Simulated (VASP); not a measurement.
# AlNi (P4/mmm) in VASP: further runs

AlNi is run at these levels: PBEsol; tasks: single point.

Program: VASP 6.6.1. These are calculated values, not measurements. Logs are shortened: lines on timing, memory, paths and dates and some standing lists are left out, and cuts for length are marked.

## (1) The cell of the first run

Symmetry: P4/mmm, No. 123, tetragonal system. Conventional cell: a = 2.887 Å, b = 2.887 Å, c = 2.869 Å, α = 90.00°, β = 90.00°, γ = 90.00°. Within 3.3 Å of Al (site symmetry 4/mmm) lie 8 Ni at 2.50 Å and 6 Al at 2.87 to 2.89 Å. Ni (site symmetry 4/mmm) has 8 Al at 2.50 Å and 6 Ni at 2.87 to 2.89 Å within 3.3 Å.

## (2) Single point, PBEsol (strain +0.0100 x Voigt [1, 1, 0, 0, 0, 0])

File INCAR:

```
SYSTEM = AlNi
ALGO = Fast ; EDIFF = 1E-6
ENCUT = 520 ; GGA = PS
ISIF = 2 ; ISMEAR = 0
LASPH = .TRUE. ; LCHARG = .FALSE.
LREAL = .FALSE. ; LWAVE = .FALSE.
NBANDS = 14 ; NELM = 100
PREC = Accurate ; SIGMA = 0.15
```

File KPOINTS:

```
k-points
0
G
  20 20 20
  0 0 0
```

File POSCAR:

```
AlNi
1.0
    2.0415413681     -2.0415632863      0.0000000000
    2.0415413681      2.0415632863      0.0000000000
    0.0000000000      0.0000000000      2.8694088111
Al Ni
1 1
Direct
    0.0000000000      0.0000000000      0.0000000000
    0.5000000000      0.5000000000      0.5000000000
```

Potentials or basis: VASP PAW PBE potentials, release 64 (Al, Ni).

Command:

```console
> cat potpaw_PBE.64/Al/POTCAR potpaw_PBE.64/Ni/POTCAR > POTCAR
> mpirun -np 1 vasp_std > vasp.out
```

OUTCAR:

```text
SYSTEM = AlNi
   EDIFF = 1E-6
   ENCUT = 520
   GGA = PS
   ISIF = 2
   ISMEAR = 0
   LASPH = .TRUE.
   LREAL = .FALSE.
   NELM = 100
   PREC = Accurate

 ion  position               nearest neighbor table
   1  0.000  0.000  0.000-   2 2.50   2 2.50   2 2.50   2 2.50   2 2.50   2 2.50   2 2.50   2 2.50

   2  0.500  0.500  0.500-   1 2.50   1 2.50   1 2.50   1 2.50   1 2.50   1 2.50   1 2.50   1 2.50

  LATTYP: Found a base centered orthorhombic cell.
 ALAT       =     4.0830827362
 B/A-ratio  =     1.0000107361
 C/A-ratio  =     0.7027554905

  Lattice vectors:

 A1 = (   2.0415413681,  -2.0415632863,   0.0000000000)
 A2 = (   2.0415413681,   2.0415632863,   0.0000000000)
 A3 = (   0.0000000000,   0.0000000000,   2.8694088111)

Analysis of symmetry for initial positions (statically):
=====================================================================
 Subroutine PRICEL returns:
 Original cell was already a primitive cell.

 Routine SETGRP: Setting up the symmetry group for a
 base centered orthorhombic supercell.

 Subroutine GETGRP returns: Found  8 space group operations
 (whereof  8 operations were pure point group operations)
 out of a pool of  8 trial point group operations.

The static configuration has the point symmetry D_2h.

Analysis of symmetry for dynamics (positions and initial velocities):
=====================================================================
 Subroutine PRICEL returns:
 Original cell was already a primitive cell.

 Routine SETGRP: Setting up the symmetry group for a
 base centered orthorhombic supercell.

 Subroutine GETGRP returns: Found  8 space group operations
 (whereof  8 operations were pure point group operations)
 out of a pool of  8 trial point group operations.

The dynamic configuration has the point symmetry D_2h.

 Subroutine INISYM returns: Found  8 space group operations
 (whereof  8 operations are pure point group operations),
 and found     1 'primitive' translations

----------------------------------------------------------------------------------------

                                     Primitive cell

  volume of cell :      23.9190

  direct lattice vectors                    reciprocal lattice vectors
     2.041541368 -2.041563286  0.000000000     0.244912990 -0.244910360  0.000000000
     2.041541368  2.041563286  0.000000000     0.244912990  0.244910360  0.000000000
     0.000000000  0.000000000  2.869408811     0.000000000  0.000000000  0.348503844

  length of vectors
     2.887190989  2.887190989  2.869408811     0.346357412  0.346357412  0.348503844

  position of ions in fractional coordinates (direct lattice)
     0.000000000  0.000000000  0.000000000
     0.500000000  0.500000000  0.500000000

  ion indices of the primitive-cell ions
   primitive index   ion index
                 1           1
                 2           2

----------------------------------------------------------------------------------------

 KPOINTS: k-points

Automatic generation of k-mesh.
 Grid dimensions read from file:
 generate k-points for:   20   20   20

 Generating k-lattice:

  Cartesian coordinates                     Fractional coordinates (reciprocal lattice)
     0.012245649 -0.012245518  0.000000000     0.050000000 -0.000000000  0.000000000
     0.012245649  0.012245518  0.000000000    -0.000000000  0.050000000  0.000000000
     0.000000000  0.000000000  0.017425192     0.000000000  0.000000000  0.050000000

  Length of vectors
     0.017317871  0.017317871  0.017425192

  Shift w.r.t. Gamma in fractional coordinates (k-lattice)
     0.000000000  0.000000000  0.000000000

 Subroutine IBZKPT returns following result:
 ===========================================

 Found   1221 irreducible k-points:

 Following reciprocal coordinates:
            Coordinates               Weight
  0.000000  0.000000  0.000000      1.000000
  0.050000  0.000000  0.000000      4.000000
  0.100000  0.000000  0.000000      4.000000
  0.150000  0.000000  0.000000      4.000000
  0.200000  0.000000  0.000000      4.000000
  0.250000  0.000000  0.000000      4.000000
[... 16 lines left out ...]
 -0.400000  0.050000  0.000000      4.000000
 -0.350000  0.050000  0.000000      4.000000
 [... further k-points ...]
   k-points           NKPTS =   1221   k-points in BZ     NKDIM =   1221   number of bands    NBANDS=     14
   number of dos      NEDOS =    301   number of ions     NIONS =      2
   total plane-waves  NPLWV =  13824
   dimension x,y,z NGX =    24 NGY =   24 NGZ =   24
   dimension x,y,z NGXF=    48 NGYF=   48 NGZF=   48
   ions per type =               1   1
   NGX,Y,Z   is equivalent  to a cutoff of  13.82, 13.82, 13.90 a.u.
   NGXF,Y,Z  is equivalent  to a cutoff of  27.64, 27.64, 27.81 a.u.
 SYSTEM =  AlNi
   PREC   = accura    normal or accurate (medium, high low for compatibility)
   ISTART =      0    job   : 0-new  1-cont  2-samecut
   ICHARG =      2    charge: 1-file 2-atom 10-const
   ISPIN  =      1    spin polarized calculation?
   LNONCOLLINEAR =      F non collinear calculations
   LSORBIT =      F    spin-orbit coupling
   LASPH  =      T    aspherical Exc in radial PAW
   ENCUT  =  520.0 eV  38.22 Ry    6.18 a.u.   5.37  5.37  5.34*2*pi/ulx,y,z
   NELM   =    100;   NELMIN=  2; NELMDL= -5     # of ELM steps
   EDIFF  = 0.1E-05   stopping-criterion for ELM
   LREAL  =      F    real-space projection
   EDIFFG = 0.1E-04   stopping-criterion for IOM
   NSW    =      0    number of steps for IOM
   IBRION =     -1    ionic relax: 0-MD 1-quasi-New 2-CG
   NFREE  =      0    steps in history (QN), initial steepest desc. (CG)
   ISIF   =      2    stress and relaxation
   ISYM   =      2    0-nonsym 1-usesym 2-fastsym
   POTIM  = 0.5000    time-step for ionic-motion
   TEBEG  =    0.0;   TEEND  =   0.0 temperature during run
   PSTRESS=    0.0 pullay stress
   NELECT =      13.0000    total number of electrons
   NUPDOWN=      -1.0000    fix difference up-down
   EMIN   =  10.00;   EMAX   =-10.00  energy-range for DOS
   EFERMI =   0.00;   METHOD = LEGACY
   ISMEAR =     0;   SIGMA  =   0.15  broadening in eV -4-tet -1-fermi 0-gaus
   EFERMI_NEDOS =   21; number of points for ismear=-14 and -15
   IALGO  =     68    algorithm
   IMIX   =      4    mixing-type and parameters
     AMIX     =   0.40;   BMIX     =  1.00
     AMIX_MAG =   1.60;   BMIX_MAG =  1.00
  volume/ion in A,a.u.               =      11.96        80.71
  Fermi-wavevector in a.u.,A,eV,Ry     =   1.336005  2.524684 24.285171  1.784910
  Thomas-Fermi vector in A             =   2.464665
   LORBIT       =      0    0 simple, 1 ext, 2 COOP (PROOUT), +10 PAW based schemes
   GGA     = PS    functional components
   LHFCALC =     F    Hartree Fock is set to
   AEXX    =    0.0000 exact exchange contribution
   IVDW    =     0    specifies the selected vdW correction
   LEPSILON=     F    determine dielectric tensor
   LRPA    =     F    only Hartree local field effects (RPA)
 non-spin polarized calculation
 RMM-DIIS sequential band-by-band and
 Gauss-broadening in eV      SIGMA  =   0.15
  energy-cutoff  :      520.00
  volume of cell :       23.92
 maximum number of plane-waves:       660
 NGX is ok and might be reduce to    24
   NGX = 11   NGY = 11   NGZ = 11

 number of electron      13.0000014 magnetization

 Free energy of the ion-electron system (eV)
  ---------------------------------------------------
  ext. energy  EPLUGINS =         0.00000000
  ---------------------------------------------------
  free energy    TOTEN  =       -11.58598494 eV

  energy without entropy =      -11.57601828  energy(sigma->0) =      -11.58100161

 E-fermi :   9.8926     XC(G=0): -12.1648

 val. band max:        9.8923141013   @ k =   0.5000   0.3000   0.4500
 cond. band min:       9.8944900905   @ k =   0.4000   0.2000   0.4000
 fundamental gap:      0.0021759892
 Fermi energy:         9.8925980835

 k-point     1 :       0.0000    0.0000    0.0000
  band No.  band energies     occupation
      1      -1.2353      2.00000
      2       6.6572      2.00000
      3       6.6616      2.00000
      4       8.3420      2.00000
      5       8.3593      2.00000
      6       8.3593      2.00000
      7      15.3155      0.00000
      8      15.3156      0.00000
      9      15.5369      0.00000
     10      18.0138      0.00000
     11      18.0622      0.00000
     12      23.6187      0.00000
     13      30.7213      0.00000
     14      30.8385      0.00000

 k-point     2 :       0.0500    0.0000    0.0000
  band No.  band energies     occupation
      1      -1.1895      2.00000
      2       6.6548      2.00000
      3       6.6714      2.00000
      4       8.3216      2.00000
      5       8.3396      2.00000
      6       8.3614      2.00000
      7      14.7803      0.00000
      8      15.3767      0.00000
      9      15.5973      0.00000
     10      18.0513      0.00000
     11      18.5218      0.00000
     12      23.7737      0.00000
     13      30.0940      0.00000
     14      30.2528      0.00000

 k-point     3 :       0.1000    0.0000    0.0000
  band No.  band energies     occupation
      1      -1.0521      2.00000
      2       6.6396      2.00000
      3       6.7028      2.00000
      4       8.2635      2.00000
      5       8.2834      2.00000
      6       8.3676      2.00000
      7      13.7325      0.00000
      8      15.5571      0.00000
      9      15.7758      0.00000
     10      18.0596      0.00000
     11      19.4280      0.00000
     12      24.2612      0.00000
     13      28.9490      0.00000
     14      29.1179      0.00000

 k-point     4 :       0.1500    0.0000    0.0000
  band No.  band energies     occupation
      1      -0.8242      2.00000
      2       6.5940      2.00000
      3       6.7524      2.00000
      4       8.1764      2.00000
      5       8.1989      2.00000
      6       8.3771      2.00000
      7      12.6151      0.00000
      8      15.8487      0.00000
      9      16.0646      0.00000
     10      18.0722      0.00000
     11      20.2808      0.00000
     12      25.1150      0.00000
     13      27.7166      0.00000
     14      27.8925      0.00000

 k-point     5 :       0.2000    0.0000    0.0000
  band No.  band energies     occupation
      1      -0.5074      2.00000
      2       6.4839      2.00000
      3       6.8159      2.00000
      4       8.0715      2.00000
      5       8.0969      2.00000
      6       8.3892      2.00000
      7      11.5727      0.00000
      8      16.2408      0.00000
      9      16.4536      0.00000
     10      18.0892      0.00000
     11      20.9818      0.00000
[... 276 lines left out ...]
 k-point    22 :      -0.4500    0.0500    0.0000
  band No.  band energies     occupation
      1       2.3203      2.00000
      2       3.8499      2.00000
      3       7.1266      2.00000
      4       7.6400      2.00000
      5       7.6904      2.00000
      6       8.4276      2.00000
      7       9.2655      2.00000
      8      17.7968      0.00000
      9      19.1827      0.00000
     10      19.5767      0.00000
     11      21.1289      0.00000
     12      21.4798      0.00000
     13      24.1115      0.00000
     14      25.6936      0.00000

 k-point    23 :      -0.4000    0.0500    0.0000
  band No.  band energies     occupation
      1       1.6237      2.00000
      2       4.6143      2.00000
      3       7.0892      2.00000
      4       7.6823      2.00000
      5       7.7330      2.00000
      6       8.4212      2.00000
      7       9.3800      2.00000
      8      17.4790      0.00000
      9      18.8564      0.00000
     10      18.9365      0.00000
     11      21.8407      0.00000
     12      22.3807      0.00000
     13      23.5215      0.00000
     14      26.0588      0.00000

 k-point    24 :      -0.3500    0.0500    0.0000
  band No.  band energies     occupation
      1       0.9887      2.00000
      2       5.3164      2.00000
      3       7.0325      2.00000
      4       7.7483      2.00000
      5       7.8011      2.00000
      6       8.4113      2.00000
      7       9.6221      1.98924
      8      17.0276      0.00000
      9      18.1707      0.00000
     10      18.7690      0.00000
     11      22.7111      0.00000
     12      22.9467      0.00000
     13      23.3698      0.00000
     14      26.5795      0.00000

 [... further k-points ...]
[... 5 lines left out ...]
  --------------------------------------------------------------------------------------
  -------------------------------------------------------------------------------------
  Total       -0.5390965     -0.5394764     -0.4685398      0.0000000      0.0000000      0.0000000
  in kB      -36.1105088    -36.1359586    -31.3843849      0.0000000      0.0000000      0.0000000
  external PRESSURE =     -34.5436174 kB  Pullay stress =       0.0000000 kB

 VOLUME and BASIS-vectors are now :
 -----------------------------------------------------------------------------
  energy-cutoff  :      520.00
  volume of cell :       23.92
      direct lattice vectors                 reciprocal lattice vectors
     2.041541368 -2.041563286  0.000000000     0.244912990 -0.244910360  0.000000000
     2.041541368  2.041563286  0.000000000     0.244912990  0.244910360  0.000000000
     0.000000000  0.000000000  2.869408811     0.000000000  0.000000000  0.348503844

 POSITION                                       TOTAL-FORCE (eV/Angst)
 -----------------------------------------------------------------------------------
      0.00000      0.00000      0.00000         0.000000     -0.000000      0.000000
      2.04154      0.00000      1.43470        -0.000000      0.000000      0.000000
 -----------------------------------------------------------------------------------
    total drift:                                0.000000     -0.000000     -0.000000

  FREE ENERGIE OF THE ION-ELECTRON SYSTEM (eV)
  ---------------------------------------------------
  free  energy   TOTEN  =       -11.5859849427 eV

  energy  without entropy=      -11.5760182806  energy(sigma->0) =      -11.58100161
```

Run time: 4.3 min. Hardware: 1 thread of Intel Xeon Platinum 8488C (Sapphire Rapids), shared host; peak memory 0.5 GiB.

Results:

| Property | Result |
| --- | --- |
| Free energy | -11.5860 eV |
| Pressure | -3.5 GPa |

Caveat: the cell differs from its parent crystal (strain +0.0100 x Voigt [1, 1, 0, 0, 0, 0]); the PAW data sets were made with another functional, which shifts forces and pressure a little. Spin polarisation is off, so any magnetic state and its effect on volume and gap are missing.

## (3) Single point, PBEsol (strain +0.0150 x Voigt [1, 1, 0, 0, 0, 0])

File INCAR:

```
SYSTEM = AlNi
PREC = Accurate ; ENCUT = 520
EDIFF = 1E-7 ; ISMEAR = 0
SIGMA = 0.15 ; LREAL = .FALSE.
LASPH = .TRUE. ; NELM = 60
ALGO = Fast ; ISIF = 2
LWAVE = .FALSE. ; LCHARG = .TRUE.
GGA = PS ; LELF = .TRUE.
LVHAR = .TRUE. ; NBANDS = 14
```

File KPOINTS:

```
Automatic mesh
0
G
  20 20 20
  0 0 0
```

File POSCAR:

```
AlNi
1.0
    2.0516480085     -2.0516700352      0.0000000000
    2.0516480085      2.0516700352      0.0000000000
    0.0000000000      0.0000000000      2.8694088111
Al Ni
1 1
Direct
    0.0000000000      0.0000000000      0.0000000000
    0.5000000000      0.5000000000      0.5000000000
```

Potentials or basis: VASP PAW PBE potentials, release 64 (Al, Ni).

Command:

```console
> cat potpaw_PBE.64/Al/POTCAR potpaw_PBE.64/Ni/POTCAR > POTCAR
> mpirun -np 1 vasp_std > vasp.out
```

Wall time 6 min (1 thread of Intel Xeon Platinum 8488C (Sapphire Rapids), shared host); peak memory 0.5 GiB.

The run converged. Its results:

```yaml
Free_energy: -11.5799 eV
Pressure: -4.9 GPa
```

Stress tensor (GPa, compression positive):
```
-5.17  0.00  0.00
 0.00 -5.17  0.00
 0.00  0.00 -4.33
```

Levels at points of the mesh, in eV from the Fermi level:
```csv
k point,band 3,band 4,band 5,band 6,band 7,band 8,band 9,band 10,band 11,band 12
"(0.00, 0.00, 0.00)",-3.18,-1.54,-1.51,-1.51,5.32,5.32,5.72,8.07,8.15,13.55
"(0.50, 0.00, 0.00)",-2.73,-2.24,-2.17,-1.42,-0.67,8.28,9.80,10.18,10.66,10.98
"(0.50, 0.50, 0.00)",-2.90,-2.90,-2.01,-2.01,-1.02,1.37,2.39,12.36,15.21,15.21
"(0.00, 0.00, 0.50)",-2.71,-2.24,-2.24,-1.45,-0.59,8.29,9.85,9.85,10.77,10.77
"(0.50, 0.00, 0.50)",-2.85,-2.80,-2.07,-2.05,-0.99,1.48,2.48,12.09,14.91,15.03
"(0.50, 0.50, 0.50)",-4.04,-0.98,-0.96,1.98,1.98,2.01,3.64,4.35,4.47,4.47
```

Caveat: the cell differs from its parent crystal (strain +0.0150 x Voigt [1, 1, 0, 0, 0, 0]); the PAW data sets were made with another functional, which shifts forces and pressure a little.

## (4) Single point, PBEsol (strain +0.0175 x Voigt [1, 1, 0, 0, 0, 0])

File INCAR:

```
SYSTEM = AlNi
ALGO     = Fast           ! electronic algorithm
EDIFF    = 1E-6           ! SCF threshold, eV
ENCUT    = 520            ! plane-wave cutoff, eV
GGA      = PS             ! functional
ISIF     = 2              ! what is computed and relaxed
ISMEAR   = 0              ! smearing method
LASPH    = .TRUE.         ! aspherical terms in the spheres
LCHARG   = .FALSE.        ! write CHGCAR
LREAL    = .FALSE.        ! projectors in reciprocal space
LWAVE    = .FALSE.        ! write WAVECAR
NBANDS   = 14             ! bands
NELM     = 100            ! most SCF steps
PREC     = Accurate       ! precision mode
SIGMA    = 0.15           ! smearing width, eV
```

File KPOINTS:

```
k-points
0
G
  20 20 20
  0 0 0
```

File POSCAR:

```
AlNi
1.0
    2.0567013287     -2.0567234097      0.0000000000
    2.0567013287      2.0567234097      0.0000000000
    0.0000000000      0.0000000000      2.8694088111
Al Ni
1 1
Direct
    0.0000000000      0.0000000000      0.0000000000
    0.5000000000      0.5000000000      0.5000000000
```

Command:

```console
> cat potpaw_PBE.64/Al/POTCAR potpaw_PBE.64/Ni/POTCAR > POTCAR
> mpirun -np 1 vasp_std > vasp.out
```

Run time: 4.7 min. Hardware: 1 thread of Intel Xeon Platinum 8488C (Sapphire Rapids), shared host; peak memory 0.51 GiB.

It converged, with:

```yaml
Free_energy: -11.5759 eV
Pressure: -5.7 GPa
```

Stress tensor (GPa, compression positive):
```
-6.02  0.00  0.00
 0.00 -6.02  0.00
 0.00  0.00 -5.01
```

Levels at points of the mesh, in eV from the Fermi level:
| k point | band 3 | band 4 | band 5 | band 6 | band 7 | band 8 | band 9 | band 10 | band 11 | band 12 |
| --- | --- | --- | --- | --- | --- | --- | --- | --- | --- | --- |
| (0.00, 0.00, 0.00) | -3.16 | -1.53 | -1.50 | -1.50 | 5.27 | 5.27 | 5.76 | 8.04 | 8.14 | 13.47 |
| (0.50, 0.00, 0.00) | -2.71 | -2.23 | -2.15 | -1.41 | -0.67 | 8.28 | 9.75 | 10.20 | 10.58 | 10.97 |
| (0.50, 0.50, 0.00) | -2.89 | -2.89 | -1.99 | -1.99 | -1.01 | 1.35 | 2.35 | 12.34 | 15.20 | 15.21 |
| (0.00, 0.00, 0.50) | -2.68 | -2.23 | -2.23 | -1.44 | -0.57 | 8.28 | 9.80 | 9.80 | 10.71 | 10.71 |
| (0.50, 0.00, 0.50) | -2.84 | -2.77 | -2.06 | -2.04 | -0.99 | 1.48 | 2.47 | 12.01 | 14.85 | 14.99 |
| (0.50, 0.50, 0.50) | -4.02 | -0.98 | -0.95 | 1.99 | 1.99 | 2.01 | 3.60 | 4.31 | 4.46 | 4.46 |

Caveat: the cell differs from its parent crystal (strain +0.0175 x Voigt [1, 1, 0, 0, 0, 0]); the PAW data sets were made with another functional, which shifts forces and pressure a little.

## (5) The runs side by side

| cell | further INCAR settings | gap on the mesh (eV) | pressure (GPa) |
| --- | --- | --- | --- |
| a = 2.887, b = 2.887, c = 2.869 Å, 2 atoms | ALGO = Fast; EDIFF = 1e-06; NBANDS = 14 | none | -3.5 |
| a = 2.901, b = 2.901, c = 2.869 Å, 2 atoms | ALGO = Fast; EDIFF = 1e-07; NBANDS = 14 | none | -4.9 |
| a = 2.909, b = 2.909, c = 2.869 Å, 2 atoms | ALGO = Fast; EDIFF = 1e-06; NBANDS = 14 | none | -5.7 |

Alike in all rows: task single point; level PBEsol; potentials or basis VASP PAW PBE potentials, release 64 (Al, Ni); no spin polarisation; k mesh 20 × 20 × 20; cutoff (eV) 520; smearing gaussian 0.15 eV.

Caveats: the PAW data sets were made with another functional, which shifts forces and pressure a little.

Total energies depend on the potentials used, so only differences within one code and one set of settings carry meaning.
